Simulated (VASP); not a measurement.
# TaN (P3m1) in VASP: single point with PBEsol

Aim: the single point of TaN with PBEsol.

Program: VASP 6.6.1. These are calculated values, not measurements. Logs are shortened: lines on timing, memory, paths and dates and some standing lists are left out, and cuts for length are marked.

**1. The cell of the first run**

The structure is trigonal, space group P3m1 (No. 156). Conventional cell: a = 3.094 Å, b = 3.094 Å, c = 15.658 Å, α = 90.00°, β = 90.00°, γ = 120.00°. Within 2.9 Å of Ta (site symmetry 3m) lie 6 N at 2.19 Å. Within 2.9 Å of Ta (site symmetry 3m) lie 6 N at 2.19 Å. Ta (site symmetry 3m) has 6 N at 2.19 Å within 2.9 Å. Ta (site symmetry 3m) has 6 N at 2.19 Å within 2.9 Å. Ta (site symmetry 3m) has 6 N at 2.19 Å within 2.9 Å. Within 2.9 Å of Ta (site symmetry 3m) lie 6 N at 2.19 to 2.51 Å. N (site symmetry 3m) has 6 Ta at 2.19 Å within 2.9 Å. Within 2.9 Å of N (site symmetry 3m) lie 6 Ta at 2.19 Å.

**2. Single point, PBEsol (the distance across one plane changed)**

INCAR

```
SYSTEM = TaN
PREC = Accurate ; ENCUT = 520
EDIFF = 1E-7 ; ISMEAR = 0
SIGMA = 0.15 ; LREAL = .False.
LASPH = .True. ; NELM = 80
ALGO = Normal ; ISIF = 2
LWAVE = .False. ; LCHARG = .False.
GGA = PS ; NBANDS = 60
```

KPOINTS

```
regular mesh
0
Gamma
  22 22 4
  0 0 0
```

POSCAR

```
TaN
1.0
    2.1878447038     -2.1878447038      0.0000000000
    2.1878447038      0.0000000000     -2.1878447038
    9.0400539499      9.0400539499      9.0400539499
Ta N
6 6
Direct
    0.6666666667      0.6666666667      0.2823529043
    0.0000000000      0.0000000000      0.1210083876
    0.3333333333      0.3333333333      0.4436974210
    0.6666666667      0.6666666667      0.7663864545
    1.0000000000      1.0000000000      0.6050419378
    0.3333333333      0.3333333333      0.9277309713
    1.0000000000      0.0000000000      0.3630251627
    0.3333333333      0.3333333333      0.2016806459
    0.6666666667      0.6666666667      0.5243696794
    1.0000000000      1.0000000000      0.8470587129
    0.3333333333      0.3333333333      0.6857141962
    0.6666666667      0.6666666667      0.0403361292
```

Potentials or basis: VASP PAW PBE potentials, release 64 (Ta_pv, N).

Run with:

```sh
cat potpaw_PBE.64/Ta_pv/POTCAR potpaw_PBE.64/N/POTCAR > POTCAR
mpirun -np 1 vasp_std > vasp.out
```

OUTCAR:

```text
SYSTEM = TaN
   PREC = Accurate
   ENCUT = 520
   EDIFF = 1E-7
   ISMEAR = 0
   LREAL = .False.
   LASPH = .True.
   NELM = 80
   ISIF = 2
   GGA = PS

 ion  position               nearest neighbor table
   1  0.667  0.667  0.282-   8 2.19   8 2.19   7 2.19   7 2.19   7 2.19   8 2.19   2 3.09   3 3.09
                             3 3.09   2 3.09   2 3.09   3 3.09
   2  0.000  0.000  0.121-   8 2.19   8 2.19   8 2.19  12 2.19  12 2.19  12 2.19   1 3.09   1 3.09
                             1 3.09   6 3.51   6 3.51   6 3.51
   3  0.333  0.333  0.444-   7 2.19   7 2.19   7 2.19   9 2.19   9 2.19   9 2.19   1 3.09   1 3.09
                             1 3.09   5 3.09   5 3.09   5 3.09
   4  0.667  0.667  0.766-  11 2.19  11 2.19  11 2.19  10 2.19  10 2.19  10 2.19   5 3.09   5 3.09
                             5 3.09   6 3.09   6 3.09   6 3.09
   5  0.000  0.000  0.605-   9 2.19  11 2.19   9 2.19   9 2.19  11 2.19  11 2.19   4 3.09   4 3.09
                             4 3.09   3 3.09   3 3.09   3 3.09
   6  0.333  0.333  0.928-  10 2.19  10 2.19  10 2.19  12 2.51  12 2.51  12 2.51   4 3.09   4 3.09
                             4 3.09   2 3.51   2 3.51   2 3.51
   7  0.000  0.000  0.363-   3 2.19   3 2.19   3 2.19   1 2.19   1 2.19   1 2.19
   8  0.333  0.333  0.202-   2 2.19   2 2.19   2 2.19   1 2.19   1 2.19   1 2.19
   9  0.667  0.667  0.524-   3 2.19   3 2.19   5 2.19   5 2.19   5 2.19   3 2.19
  10  0.000  0.000  0.847-   4 2.19   6 2.19   4 2.19   4 2.19   6 2.19   6 2.19
  11  0.333  0.333  0.686-   4 2.19   4 2.19   4 2.19   5 2.19   5 2.19   5 2.19
  12  0.667  0.667  0.040-   2 2.19   2 2.19   2 2.19   6 2.51   6 2.51   6 2.51

  LATTYP: Found a hexagonal cell.
 ALAT       =     3.0940796525
 C/A-ratio  =     5.0605784282

  Lattice vectors:

 A1 = (  -2.1878447038,   0.0000000000,   2.1878447038)
 A2 = (   2.1878447038,  -2.1878447038,   0.0000000000)
 A3 = (   9.0400539499,   9.0400539499,   9.0400539499)

Analysis of symmetry for initial positions (statically):
=====================================================================
 Subroutine PRICEL returns:
 Original cell was already a primitive cell.

 Routine SETGRP: Setting up the symmetry group for a
 hexagonal supercell.

 Subroutine GETGRP returns: Found  6 space group operations
 (whereof  6 operations were pure point group operations)
 out of a pool of 24 trial point group operations.

The static configuration has the point symmetry C_3v.

Analysis of symmetry for dynamics (positions and initial velocities):
=====================================================================
 Subroutine PRICEL returns:
 Original cell was already a primitive cell.

 Routine SETGRP: Setting up the symmetry group for a
 hexagonal supercell.

 Subroutine GETGRP returns: Found  6 space group operations
 (whereof  6 operations were pure point group operations)
 out of a pool of 24 trial point group operations.

The dynamic configuration has the point symmetry C_3v.

 Subroutine INISYM returns: Found  6 space group operations
 (whereof  6 operations are pure point group operations),
 and found     1 'primitive' translations

----------------------------------------------------------------------------------------

                                     Primitive cell

  volume of cell :     129.8151

  direct lattice vectors                    reciprocal lattice vectors
     2.187844704 -2.187844704  0.000000000     0.152356944 -0.304713888  0.152356944
     2.187844704  0.000000000 -2.187844704     0.152356944  0.152356944 -0.304713888
     9.040053950  9.040053950  9.040053950     0.036872936  0.036872936  0.036872936

  length of vectors
     3.094079652  3.094079652 15.657832744     0.373196772  0.373196772  0.063865799

  position of ions in fractional coordinates (direct lattice)
     0.666666667  0.666666667  0.282352904
     0.000000000  0.000000000  0.121008388
     0.333333333  0.333333333  0.443697421
     0.666666667  0.666666667  0.766386455
     0.000000000  0.000000000  0.605041938
     0.333333333  0.333333333  0.927730971
     0.000000000  0.000000000  0.363025163
     0.333333333  0.333333333  0.201680646
     0.666666667  0.666666667  0.524369679
     0.000000000  0.000000000  0.847058713
     0.333333333  0.333333333  0.685714196
     0.666666667  0.666666667  0.040336129

  ion indices of the primitive-cell ions
   primitive index   ion index
                 1           1
                 2           2
                 3           3
                 4           4
                 5           5
                 6           6
                 7           7
                 8           8
                 9           9
                10          10
                11          11
                12          12

----------------------------------------------------------------------------------------

 KPOINTS: regular mesh

Automatic generation of k-mesh.
 Grid dimensions read from file:
 generate k-points for:   22   22    4

 Generating k-lattice:

  Cartesian coordinates                     Fractional coordinates (reciprocal lattice)
     0.006925316 -0.013850631  0.006925316     0.045454545  0.000000000  0.000000000
     0.006925316  0.006925316 -0.013850631     0.000000000  0.045454545  0.000000000
     0.009218234  0.009218234  0.009218234     0.000000000  0.000000000  0.250000000

  Length of vectors
     0.016963490  0.016963490  0.015966450

  Shift w.r.t. Gamma in fractional coordinates (k-lattice)
     0.000000000  0.000000000  0.000000000

 Subroutine IBZKPT returns following result:
 ===========================================

 Found    196 irreducible k-points:

 Following reciprocal coordinates:
            Coordinates               Weight
  0.000000  0.000000  0.000000      1.000000
  0.045455  0.000000  0.000000      6.000000
  0.090909  0.000000  0.000000      6.000000
  0.136364  0.000000  0.000000      6.000000
  0.181818  0.000000  0.000000      6.000000
  0.227273  0.000000  0.000000      6.000000
[... 16 lines left out ...]
  0.181818  0.090909 -0.000000      6.000000
  0.227273  0.090909  0.000000     12.000000
 [... further k-points ...]
   k-points           NKPTS =    196   k-points in BZ     NKDIM =    196   number of bands    NBANDS=     60
   number of dos      NEDOS =    301   number of ions     NIONS =     12
   total plane-waves  NPLWV =  69120
   dimension x,y,z NGX =    24 NGY =   24 NGZ =  120
   dimension x,y,z NGXF=    48 NGYF=   48 NGZF=  240
   ions per type =               6   6
   NGX,Y,Z   is equivalent  to a cutoff of  12.90, 12.90, 12.74 a.u.
   NGXF,Y,Z  is equivalent  to a cutoff of  25.79, 25.79, 25.48 a.u.
 SYSTEM =  TaN
   PREC   = accura    normal or accurate (medium, high low for compatibility)
   ISTART =      0    job   : 0-new  1-cont  2-samecut
   ICHARG =      2    charge: 1-file 2-atom 10-const
   ISPIN  =      1    spin polarized calculation?
   LNONCOLLINEAR =      F non collinear calculations
   LSORBIT =      F    spin-orbit coupling
   LASPH  =      T    aspherical Exc in radial PAW
   ENCUT  =  520.0 eV  38.22 Ry    6.18 a.u.   5.75  5.75 29.11*2*pi/ulx,y,z
   NELM   =     80;   NELMIN=  2; NELMDL= -5     # of ELM steps
   EDIFF  = 0.1E-06   stopping-criterion for ELM
   LREAL  =      F    real-space projection
   EDIFFG = 0.1E-05   stopping-criterion for IOM
   NSW    =      0    number of steps for IOM
   IBRION =     -1    ionic relax: 0-MD 1-quasi-New 2-CG
   NFREE  =      0    steps in history (QN), initial steepest desc. (CG)
   ISIF   =      2    stress and relaxation
   ISYM   =      2    0-nonsym 1-usesym 2-fastsym
   POTIM  = 0.5000    time-step for ionic-motion
   TEBEG  =    0.0;   TEEND  =   0.0 temperature during run
   PSTRESS=    0.0 pullay stress
   NELECT =      96.0000    total number of electrons
   NUPDOWN=      -1.0000    fix difference up-down
   EMIN   =  10.00;   EMAX   =-10.00  energy-range for DOS
   EFERMI =   0.00;   METHOD = LEGACY
   ISMEAR =     0;   SIGMA  =   0.15  broadening in eV -4-tet -1-fermi 0-gaus
   EFERMI_NEDOS =   21; number of points for ismear=-14 and -15
   IALGO  =     38    algorithm
   IMIX   =      4    mixing-type and parameters
     AMIX     =   0.40;   BMIX     =  1.00
     AMIX_MAG =   1.60;   BMIX_MAG =  1.00
  volume/ion in A,a.u.               =      10.82        73.00
  Fermi-wavevector in a.u.,A,eV,Ry     =   1.480438  2.797622 29.819834  2.191696
  Thomas-Fermi vector in A             =   2.594472
   LORBIT       =      0    0 simple, 1 ext, 2 COOP (PROOUT), +10 PAW based schemes
   GGA     = PS    functional components
   LHFCALC =     F    Hartree Fock is set to
   AEXX    =    0.0000 exact exchange contribution
   IVDW    =     0    specifies the selected vdW correction
   LEPSILON=     F    determine dielectric tensor
   LRPA    =     F    only Hartree local field effects (RPA)
 non-spin polarized calculation
 Gauss-broadening in eV      SIGMA  =   0.15
  energy-cutoff  :      520.00
  volume of cell :      129.82
 maximum number of plane-waves:      3516
   NGX = 11   NGY = 11   NGZ = 59

 number of electron      95.9999998 magnetization

 Free energy of the ion-electron system (eV)
  ---------------------------------------------------
  ext. energy  EPLUGINS =         0.00000000
  ---------------------------------------------------
  free energy    TOTEN  =      -138.57672007 eV

  energy without entropy =     -138.51959860  energy(sigma->0) =     -138.54815934

 E-fermi :   9.0956     XC(G=0): -13.4784

 val. band max:        9.0945868925   @ k =   0.1364   0.0455   0.5000
 cond. band min:       9.0964908436   @ k =   0.0000   0.0000   0.5000
 fundamental gap:      0.0019039511
 Fermi energy:         9.0955534892

 k-point     1 :       0.0000    0.0000    0.0000
  band No.  band energies     occupation
      1     -27.4618      2.00000
      2     -27.3244      2.00000
      3     -27.1173      2.00000
      4     -26.8219      2.00000
      5     -26.7657      2.00000
      6     -26.7485      2.00000
[... 1501 lines left out ...]
     59      10.8434      0.00000
     60      11.0532      0.00000

 [... further k-points ...]

------------------------ aborting loop because EDIFF is reached ----------------------------------------

  FORCE on cell =-STRESS in cart. coord.  units (eV):
  Direction    XX          YY          ZZ          XY          YZ          ZX
  --------------------------------------------------------------------------------------
  -------------------------------------------------------------------------------------
  Total       -4.7922068     -4.7922068     -4.7922068     -1.1395068     -1.1395068     -1.1395068
  in kB      -59.1453859    -59.1453859    -59.1453859    -14.0637862    -14.0637862    -14.0637862
  external PRESSURE =     -59.1453859 kB  Pullay stress =       0.0000000 kB

 VOLUME and BASIS-vectors are now :
 -----------------------------------------------------------------------------
  energy-cutoff  :      520.00
  volume of cell :      129.82
      direct lattice vectors                 reciprocal lattice vectors
     2.187844704 -2.187844704  0.000000000     0.152356944 -0.304713888  0.152356944
     2.187844704  0.000000000 -2.187844704     0.152356944  0.152356944 -0.304713888
     9.040053950  9.040053950  9.040053950     0.036872936  0.036872936  0.036872936

 POSITION                                       TOTAL-FORCE (eV/Angst)
 -----------------------------------------------------------------------------------
      5.46961      1.09392      1.09392        -0.377013     -0.377013     -0.377013
      1.09392      1.09392      1.09392        -0.422001     -0.422001     -0.422001
      5.46961      3.28177      3.28177        -0.021577     -0.021577     -0.021577
      9.84530      5.46961      5.46961        -0.036546     -0.036546     -0.036546
      5.46961      5.46961      5.46961         0.081587      0.081587      0.081587
      9.84530      7.65746      7.65746         1.013559      1.013559      1.013559
      3.28177      3.28177      3.28177         0.001940      0.001940      0.001940
      3.28177      1.09392      1.09392         0.077614      0.077614      0.077614
      7.65746      3.28177      3.28177        -0.007304     -0.007304     -0.007304
      7.65746      7.65746      7.65746         0.178953      0.178953      0.178953
      7.65746      5.46961      5.46961         0.184983      0.184983      0.184983
      3.28177     -1.09392     -1.09392        -0.674197     -0.674197     -0.674197
 -----------------------------------------------------------------------------------
    total drift:                               -0.000068     -0.000068     -0.000068

  FREE ENERGIE OF THE ION-ELECTRON SYSTEM (eV)
  ---------------------------------------------------
  free  energy   TOTEN  =      -138.5767200705 eV

  energy  without entropy=     -138.5195986022  energy(sigma->0) =     -138.54815934
```

Wall time 20 min (1 thread of Intel Xeon 6975P-C (Granite Rapids), shared host); peak memory 1 GiB.

Results:

- Free energy: -138.5767 eV
- Pressure: -5.9 GPa
- Largest force: 1.756 eV/Å
- Band gap on the k mesh: zero (bands 48 and 49 overlap by 2.76 eV)

Forces in eV/Å, atoms in the order of the input:
```
Ta  -0.377 -0.377 -0.377
Ta  -0.422 -0.422 -0.422
Ta  -0.022 -0.022 -0.022
Ta  -0.037 -0.037 -0.037
Ta   0.082  0.082  0.082
Ta   1.014  1.014  1.014
N    0.002  0.002  0.002
N    0.078  0.078  0.078
N   -0.007 -0.007 -0.007
N    0.179  0.179  0.179
N    0.185  0.185  0.185
N   -0.674 -0.674 -0.674
```

Caveat: the cell differs from its parent crystal (the distance across one plane changed); the cell stands under tension; the PAW data sets were made with another functional, which shifts forces and pressure a little; spin-orbit coupling is left out, which moves the levels of the heavy elements.
